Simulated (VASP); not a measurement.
# CdS (Fm-3m) in VASP: single point with BLYP

Aim: the single point of CdS with BLYP.

All numbers are computed with VASP 6.6.1; they aren't measurements. Logs are shortened: lines on timing, memory, paths and dates and some standing lists are left out, and cuts for length are marked.

**1. The cell of the first run**

It takes space group Fm-3m (No. 225, cubic). The conventional cell has a = 5.506 Å, b = 5.506 Å, c = 5.506 Å, α = 90.00°, β = 90.00°, γ = 90.00°. Cd (site symmetry m-3m) has 6 S at 2.75 Å within 3.6 Å. Within 3.6 Å of S (site symmetry m-3m) lie 6 Cd at 2.75 Å.

**2. Single point, BLYP**

Contents of INCAR:

```
AGGAC = 1.0 ; AGGAX = 1.0
ALDAC = 0.0 ; ALDAX = 1.0
ALGO = Normal ; EDIFF = 1E-6
ENCUT = 500 ; GGA = B5
GGA_COMPAT = False ; ISIF = 2
ISMEAR = 0 ; LASPH = True
LCHARG = False ; LREAL = False
LWAVE = False ; NBANDS = 16
NELM = 120 ; PREC = Accurate
SIGMA = 0.01
```

Contents of KPOINTS:

```
k-points
0
Gamma
  6 6 6
```

Contents of POSCAR:

```
CdS
1.0
    0.0000000000      2.7532440000      2.7532440000
    2.7532440000      0.0000000000      2.7532440000
    2.7532440000      2.7532440000      0.0000000000
Cd S
1 1
Direct
    0.0000000000      0.0000000000      0.0000000000
    0.5000000000      0.5000000000      0.5000000000
```

Potentials or basis: VASP PAW PBE potentials, release 64 (Cd, S).

Started as:

```console
$ cat potpaw_PBE.64/Cd/POTCAR potpaw_PBE.64/S/POTCAR > POTCAR
$ mpirun -np 1 vasp_std > vasp.out
```

OUTCAR:

```text
EDIFF = 1E-6
   ENCUT = 500
   GGA = B5
   ISIF = 2
   ISMEAR = 0
   LASPH = True
   LREAL = False
   NELM = 120
   PREC = Accurate

 ion  position               nearest neighbor table
   1  0.000  0.000  0.000-   2 2.75   2 2.75   2 2.75   2 2.75   2 2.75   2 2.75
   2  0.500  0.500  0.500-   1 2.75   1 2.75   1 2.75   1 2.75   1 2.75   1 2.75

  LATTYP: Found a face centered cubic cell.
 ALAT       =     5.5064880000

  Lattice vectors:

 A1 = (   0.0000000000,   2.7532440000,   2.7532440000)
 A2 = (   2.7532440000,   0.0000000000,   2.7532440000)
 A3 = (   2.7532440000,   2.7532440000,   0.0000000000)

Analysis of symmetry for initial positions (statically):
=====================================================================
 Subroutine PRICEL returns:
 Original cell was already a primitive cell.

 Routine SETGRP: Setting up the symmetry group for a
 face centered cubic supercell.

 Subroutine GETGRP returns: Found 48 space group operations
 (whereof 48 operations were pure point group operations)
 out of a pool of 48 trial point group operations.

The static configuration has the point symmetry O_h .

Analysis of symmetry for dynamics (positions and initial velocities):
=====================================================================
 Subroutine PRICEL returns:
 Original cell was already a primitive cell.

 Routine SETGRP: Setting up the symmetry group for a
 face centered cubic supercell.

 Subroutine GETGRP returns: Found 48 space group operations
 (whereof 48 operations were pure point group operations)
 out of a pool of 48 trial point group operations.

The dynamic configuration has the point symmetry O_h .

 Subroutine INISYM returns: Found 48 space group operations
 (whereof 48 operations are pure point group operations),
 and found     1 'primitive' translations

----------------------------------------------------------------------------------------

                                     Primitive cell

  volume of cell :      41.7411

  direct lattice vectors                    reciprocal lattice vectors
     0.000000000  2.753244000  2.753244000    -0.181603955  0.181603955  0.181603955
     2.753244000  0.000000000  2.753244000     0.181603955 -0.181603955  0.181603955
     2.753244000  2.753244000  0.000000000     0.181603955  0.181603955 -0.181603955

  length of vectors
     3.893675005  3.893675005  3.893675005     0.314547277  0.314547277  0.314547277

[... 70 lines left out ...]
   NELM   =    120;   NELMIN=  2; NELMDL= -5     # of ELM steps
   EDIFF  = 0.1E-05   stopping-criterion for ELM
   LREAL  =      F    real-space projection
   EDIFFG = 0.1E-04   stopping-criterion for IOM
   NSW    =      0    number of steps for IOM
   IBRION =     -1    ionic relax: 0-MD 1-quasi-New 2-CG
   NFREE  =      0    steps in history (QN), initial steepest desc. (CG)
   ISIF   =      2    stress and relaxation
   ISYM   =      2    0-nonsym 1-usesym 2-fastsym
   POTIM  = 0.5000    time-step for ionic-motion
   TEBEG  =    0.0;   TEEND  =   0.0 temperature during run
   PSTRESS=    0.0 pullay stress
   NELECT =      18.0000    total number of electrons
   NUPDOWN=      -1.0000    fix difference up-down
   EMIN   =  10.00;   EMAX   =-10.00  energy-range for DOS
   EFERMI =   0.00;   METHOD = LEGACY
   ISMEAR =     0;   SIGMA  =   0.01  broadening in eV -4-tet -1-fermi 0-gaus
   EFERMI_NEDOS =   21; number of points for ismear=-14 and -15
   IALGO  =     38    algorithm
   IMIX   =      4    mixing-type and parameters
     AMIX     =   0.40;   BMIX     =  1.00
     AMIX_MAG =   1.60;   BMIX_MAG =  1.00
  volume/ion in A,a.u.               =      20.87       140.84
  Fermi-wavevector in a.u.,A,eV,Ry     =   1.236833  2.337275 20.813583  1.529755
  Thomas-Fermi vector in A             =   2.371425
   LORBIT       =      0    0 simple, 1 ext, 2 COOP (PROOUT), +10 PAW based schemes
   GGA     = B5    functional components
   LHFCALC =     F    Hartree Fock is set to
   AEXX    =    0.0000 exact exchange contribution
   IVDW    =     0    specifies the selected vdW correction
   LEPSILON=     F    determine dielectric tensor
   LRPA    =     F    only Hartree local field effects (RPA)
 non-spin polarized calculation
 Gauss-broadening in eV      SIGMA  =   0.01
  energy-cutoff  :      500.00
  volume of cell :       41.74
 maximum number of plane-waves:      1068
   NGX = 15   NGY = 15   NGZ = 15

 number of electron      17.9999990 magnetization

 Free energy of the ion-electron system (eV)
  ---------------------------------------------------
  ext. energy  EPLUGINS =         0.00000000
  ---------------------------------------------------
  free energy    TOTEN  =        -4.74647266 eV

  energy without entropy =       -4.74647266  energy(sigma->0) =       -4.74647266

 E-fermi :   3.1904     XC(G=0):  -9.7258

 val. band max:        3.1335061114   @ k =   0.5000   0.0000   0.0000
 cond. band min:       3.3024238962   @ k =   0.5000   0.5000   0.0000
 fundamental gap:      0.1689177848
 Fermi energy:         3.1903669074

 k-point     1 :       0.0000    0.0000    0.0000
  band No.  band energies     occupation
      1      -9.4929      2.00000
      2      -4.5375      2.00000
      3      -4.5375      2.00000
      4      -4.5374      2.00000
      5      -4.5374      2.00000
      6      -4.5374      2.00000
[... 281 lines left out ...]
      3      -4.5961      2.00000
      4      -4.4224      2.00000
      5      -4.2878      2.00000
      6      -3.7751      2.00000
[... 8 lines left out ...]
     15      16.9223      0.00000
     16      17.8077      0.00000

------------------------ aborting loop because EDIFF is reached ----------------------------------------

  FORCE on cell =-STRESS in cart. coord.  units (eV):
  Direction    XX          YY          ZZ          XY          YZ          ZX
  --------------------------------------------------------------------------------------
  -------------------------------------------------------------------------------------
  Total        1.1762606      1.1762606      1.1762606     -0.0000000     -0.0000000      0.0000000
  in kB       45.1491986     45.1491986     45.1491986     -0.0000000     -0.0000000      0.0000000
  external PRESSURE =      45.1491986 kB  Pullay stress =       0.0000000 kB

 VOLUME and BASIS-vectors are now :
 -----------------------------------------------------------------------------
  energy-cutoff  :      500.00
  volume of cell :       41.74
      direct lattice vectors                 reciprocal lattice vectors
     0.000000000  2.753244000  2.753244000    -0.181603955  0.181603955  0.181603955
     2.753244000  0.000000000  2.753244000     0.181603955 -0.181603955  0.181603955
     2.753244000  2.753244000  0.000000000     0.181603955  0.181603955 -0.181603955

 POSITION                                       TOTAL-FORCE (eV/Angst)
 -----------------------------------------------------------------------------------
      0.00000      0.00000      0.00000         0.000000     -0.000000      0.000000
      2.75324      2.75324      2.75324        -0.000000      0.000000     -0.000000
 -----------------------------------------------------------------------------------
    total drift:                                0.000000      0.000000      0.000000

  FREE ENERGIE OF THE ION-ELECTRON SYSTEM (eV)
  ---------------------------------------------------
  free  energy   TOTEN  =        -4.7464726574 eV

  energy  without entropy=       -4.7464726574  energy(sigma->0) =       -4.74647266
```

Wall time 12 s (1 thread of Intel Xeon Platinum 8488C (Sapphire Rapids), shared host); peak memory 0.15 GiB.

What came out:

```
Free energy            : -4.7465 eV
Pressure               : 4.5 GPa
Band gap on the k mesh : 0.17 eV, indirect (least direct gap 1.52 eV)
```

Levels at points of the mesh, in eV from the valence-band top:
| k point | band 7 | band 8 | band 9 | band 10 | band 11 | band 12 |
| --- | --- | --- | --- | --- | --- | --- |
| (0.00, 0.00, 0.00) | -0.70 | -0.70 | -0.70 | 0.82 | 9.43 | 9.43 |
| (0.50, 0.00, 0.00) | -4.73 | 0.00 | 0.00 | 3.74 | 5.97 | 5.97 |
| (0.50, 0.50, 0.00) | -4.00 | -2.02 | -2.02 | 0.17 | 6.39 | 9.84 |

Caveat: the PAW data sets were made with another functional, which shifts forces and pressure a little.
